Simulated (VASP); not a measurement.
# YSi2Os2 (I4/mmm) in VASP: relaxation of cell and atoms with LDA

Aim: the relaxation of cell and atoms of YSi2Os2 with LDA.

Everything below comes from runs of VASP 6.6.1. Logs are shortened: lines on timing, memory, paths and dates and some standing lists are left out, and cuts for length are marked.

**1. The cell of the first run**

Symmetry: I4/mmm, No. 139, tetragonal system. The conventional cell has a = 4.117 Å, b = 4.117 Å, c = 9.512 Å, α = 90.00°, β = 90.00°, γ = 90.00°. Within 4.2 Å of Y (site symmetry 4/mmm) lie 8 Os at 3.15 Å and 10 Si at 3.16 to 3.54 Å and 4 Y at 4.12 Å. Si (site symmetry 4mm) has 4 Os at 2.36 Å and 1 Si at 2.44 Å and 4 Y at 3.16 Å within 3.2 Å. Within 3.2 Å of Os (site symmetry -4m2) lie 4 Si at 2.36 Å and 4 Os at 2.91 Å and 4 Y at 3.15 Å.

**2. Relaxation of cell and atoms, LDA**

File INCAR:

```
ALGO = Normal
EDIFF = 1E-7
EDIFFG = -0.005
ENCUT = 600
GGA = CA
IBRION = 2
ISIF = 3
ISMEAR = 0
LASPH = True
LCHARG = False
LREAL = False
LWAVE = False
NELM = 100
NSW = 100
PREC = Accurate
SIGMA = 0.1
```

File KPOINTS:

```
k-points
0
Gamma
  12 12 12
```

File POSCAR:

```
YSi2Os2
1.0
   -2.0586132800      2.0586132800      4.7558986683
    2.0586132800     -2.0586132800      4.7558986683
    2.0586132800      2.0586132800     -4.7558986683
Y Si Os
1 2 2
Direct
    0.0000000000      0.0000000000      0.0000000000
    0.3716867381      0.3716867381      0.0000000000
    0.6283132619      0.6283132619      0.0000000000
    0.7500000000      0.2500000000      0.5000000000
    0.2500000000      0.7500000000      0.5000000000
```

Potentials or basis: VASP PAW LDA potentials, release 64 (Y_sv, Si, Os).

Launch:

```console
> cat potpaw_LDA.64/Y_sv/POTCAR potpaw_LDA.64/Si/POTCAR potpaw_LDA.64/Os/POTCAR > POTCAR
> mpirun -np 1 vasp_std > vasp.out
```

OUTCAR:

```text
EDIFF = 1E-7
   EDIFFG = -0.005
   ENCUT = 600
   GGA = CA
   IBRION = 2
   ISIF = 3
   ISMEAR = 0
   LASPH = True
   LREAL = False
   NELM = 100
   NSW = 100
   PREC = Accurate

 ion  position               nearest neighbor table
   1  0.000  0.000  0.000-   4 3.15   5 3.15   4 3.15   5 3.15   4 3.15   5 3.15   4 3.15   5 3.15
                             3 3.16   3 3.16   2 3.16   2 3.16   3 3.16   2 3.16   3 3.16   2 3.16
   2  0.372  0.372  0.000-   4 2.36   5 2.36   5 2.36   4 2.36   3 2.44   1 3.16   1 3.16   1 3.16
                             1 3.16   1 3.54
   3  0.628  0.628  0.000-   4 2.36   5 2.36   5 2.36   4 2.36   2 2.44   1 3.16   1 3.16   1 3.16
                             1 3.16   1 3.54
   4  0.750  0.250  0.500-   3 2.36   2 2.36   2 2.36   3 2.36   5 2.91   5 2.91   5 2.91   5 2.91
                             1 3.15   1 3.15   1 3.15   1 3.15
   5  0.250  0.750  0.500-   3 2.36   2 2.36   2 2.36   3 2.36   4 2.91   4 2.91   4 2.91   4 2.91
                             1 3.15   1 3.15   1 3.15   1 3.15

  LATTYP: Found a body centered tetragonal cell.
 ALAT       =     4.1172265600
 C/A-ratio  =     2.3102438493

  Lattice vectors:

 A1 = (  -2.0586132800,   2.0586132800,   4.7558986683)
 A2 = (   2.0586132800,  -2.0586132800,   4.7558986683)
 A3 = (   2.0586132800,   2.0586132800,  -4.7558986683)

Analysis of symmetry for initial positions (statically):
=====================================================================
 Subroutine PRICEL returns:
 Original cell was already a primitive cell.

 Routine SETGRP: Setting up the symmetry group for a
 body centered tetragonal supercell.

 Subroutine GETGRP returns: Found 16 space group operations
 (whereof 16 operations were pure point group operations)
 out of a pool of 16 trial point group operations.

The static configuration has the point symmetry D_4h.

Analysis of symmetry for dynamics (positions and initial velocities):
=====================================================================
 Subroutine PRICEL returns:
 Original cell was already a primitive cell.

 Routine SETGRP: Setting up the symmetry group for a
 body centered tetragonal supercell.

 Subroutine GETGRP returns: Found 16 space group operations
 (whereof 16 operations were pure point group operations)
 out of a pool of 16 trial point group operations.

The dynamic configuration has the point symmetry D_4h.

 Subroutine INISYM returns: Found 16 space group operations
 (whereof 16 operations are pure point group operations),
 and found     1 'primitive' translations

[... 113 lines left out ...]
   EMIN   =  10.00;   EMAX   =-10.00  energy-range for DOS
   EFERMI =   0.00;   METHOD = LEGACY
   ISMEAR =     0;   SIGMA  =   0.10  broadening in eV -4-tet -1-fermi 0-gaus
   EFERMI_NEDOS =   21; number of points for ismear=-14 and -15
   IALGO  =     38    algorithm
   IMIX   =      4    mixing-type and parameters
     AMIX     =   0.40;   BMIX     =  1.00
     AMIX_MAG =   1.60;   BMIX_MAG =  1.00
  volume/ion in A,a.u.               =      16.12       108.81
  Fermi-wavevector in a.u.,A,eV,Ry     =   1.239605  2.342515 20.907007  1.536622
  Thomas-Fermi vector in A             =   2.374082
   LORBIT       =      0    0 simple, 1 ext, 2 COOP (PROOUT), +10 PAW based schemes
   GGA     = CA    functional components
   LHFCALC =     F    Hartree Fock is set to
   AEXX    =    0.0000 exact exchange contribution
   IVDW    =     0    specifies the selected vdW correction
   LEPSILON=     F    determine dielectric tensor
   LRPA    =     F    only Hartree local field effects (RPA)
 conjugate gradient relaxation of ions
 non-spin polarized calculation
 Gauss-broadening in eV      SIGMA  =   0.10
  energy-cutoff  :      600.00
  volume of cell :       80.62
 maximum number of plane-waves:      2726
 NGX is ok and might be reduce to    48
   NGX = 23   NGY = 23   NGZ = 23

--------------------------------------- Ionic step        1  -------------------------------------------

 number of electron      35.0000001 magnetization

 Free energy of the ion-electron system (eV)
  ---------------------------------------------------
  ext. energy  EPLUGINS =         0.00000000
  ---------------------------------------------------
  free energy    TOTEN  =       -48.00511302 eV

  energy without entropy =      -47.99264485  energy(sigma->0) =      -47.99887893

------------------------ aborting loop because EDIFF is reached ----------------------------------------

  FORCE on cell =-STRESS in cart. coord.  units (eV):
  Direction    XX          YY          ZZ          XY          YZ          ZX
  --------------------------------------------------------------------------------------
  -------------------------------------------------------------------------------------
  Total        0.3776331      0.3776331      0.5309091      0.0000000     -0.0000000      0.0000000
  in kB        7.5047896      7.5047896     10.5508779      0.0000000     -0.0000000      0.0000000
  external PRESSURE =       8.5201524 kB  Pullay stress =       0.0000000 kB
[... 221 lines left out ...]
--------------------------------------- Ionic step        7  -------------------------------------------

 number of electron      35.0000000 magnetization

 Free energy of the ion-electron system (eV)
  ---------------------------------------------------
  ext. energy  EPLUGINS =         0.00000000
  ---------------------------------------------------
  free energy    TOTEN  =       -48.00768393 eV

  energy without entropy =      -47.99429834  energy(sigma->0) =      -48.00099113

 E-fermi :   7.5268     XC(G=0): -12.1105

 val. band max:        7.5189652088   @ k =  -0.2500   0.2500   0.0833
 cond. band min:       7.5320175947   @ k =  -0.0833   0.5000   0.0833
 fundamental gap:      0.0130523859
 Fermi energy:         7.5267966471

 k-point     1 :       0.0000    0.0000    0.0000
  band No.  band energies     occupation
      1     -34.3397      2.00000
      2     -14.5207      2.00000
      3     -14.5207      2.00000
      4     -14.4533      2.00000
      5      -3.7270      2.00000
      6      -0.3604      2.00000
[... 565 lines left out ...]
     20       9.4619      0.00000
     21      10.4952      0.00000

 [... further k-points ...]

------------------------ aborting loop because EDIFF is reached ----------------------------------------

  FORCE on cell =-STRESS in cart. coord.  units (eV):
  Direction    XX          YY          ZZ          XY          YZ          ZX
  --------------------------------------------------------------------------------------
  -------------------------------------------------------------------------------------
  Total       -0.0031101     -0.0031101     -0.0042579      0.0000000      0.0000000     -0.0000000
  in kB       -0.0616550     -0.0616550     -0.0844088      0.0000000      0.0000000     -0.0000000
  external PRESSURE =      -0.0692396 kB  Pullay stress =       0.0000000 kB
[... 20 lines left out ...]
  FREE ENERGIE OF THE ION-ELECTRON SYSTEM (eV)
  ---------------------------------------------------
  free  energy   TOTEN  =       -48.0076839250 eV

  energy  without entropy=      -47.9942983379  energy(sigma->0) =      -48.00099113

 reached required accuracy - stopping structural energy minimisation
```

CONTCAR:

```text
YSi2Os2
   1.00000000000000
    -2.0566778097345617    2.0566778097345617    4.7767226990884977
     2.0566778097345617   -2.0566778097345617    4.7767226990884977
     2.0566778097345617    2.0566778097345617   -4.7767226990884977
  Y               Si              Os
     1     2     2
Direct
     0.0000000000000000    0.0000000000000000    0.0000000000000000
     0.3727306699398168    0.3727306699398168    0.0000000000000000
     0.6272693300601832    0.6272693300601832    0.0000000000000000
     0.7500000000000000    0.2500000000000000    0.5000000000000000
     0.2500000000000000    0.7500000000000000    0.5000000000000000

  0.00000000E+00  0.00000000E+00  0.00000000E+00
  0.00000000E+00  0.00000000E+00  0.00000000E+00
  0.00000000E+00  0.00000000E+00  0.00000000E+00
  0.00000000E+00  0.00000000E+00  0.00000000E+00
  0.00000000E+00  0.00000000E+00  0.00000000E+00
```

It took 19 min on 1 thread of Intel Xeon 6975P-C (Granite Rapids), shared host; peak memory 0.61 GiB.

What came out:

```yaml
Free_energy: -48.0077 eV
Relaxed_volume: 16.16 Å³/atom
Relaxed_cell: a = 5.593 Å, b = 5.593 Å, c = 5.593 Å, α = 136.85°, β = 136.85°, γ = 62.68°
Space_group_after_relaxing_to_0.1_Å: I4/mmm (No. 139)
Energy_gained_by_relaxing: 0.5 meV/atom
Ionic_steps: 7
Pressure_after_relaxing: 0.0 GPa
Band_gap_on_the_k_mesh: zero (an odd number of electrons rules out a gap without spin polarisation)
```

The path:
```csv
step,energy change (eV),largest force (eV/Å),pressure (GPa),volume (Å³)
1,0.0000,0.1814,0.85,80.62
2,0.0033,0.1187,-2.12,81.62
3,-0.0016,0.0708,-0.24,80.98
4,-0.0024,0.0223,-0.08,80.87
5,-0.0026,0.0081,0.02,80.80
6,-0.0026,0.0096,0.02,80.80
7,-0.0026,0.0000,-0.01,80.82
```

Final structure:
```
CELL_PARAMETERS angstrom
-2.05668 2.05668 4.77672
2.05668 -2.05668 4.77672
2.05668 2.05668 -4.77672
ATOMIC_POSITIONS crystal
Y 0.00000 0.00000 0.00000
Si 0.37273 0.37273 0.00000
Si 0.62727 0.62727 0.00000
Os 0.75000 0.25000 0.50000
Os 0.25000 0.75000 0.50000
```

Caveat: spin-orbit coupling is left out, which moves the levels of the heavy elements.
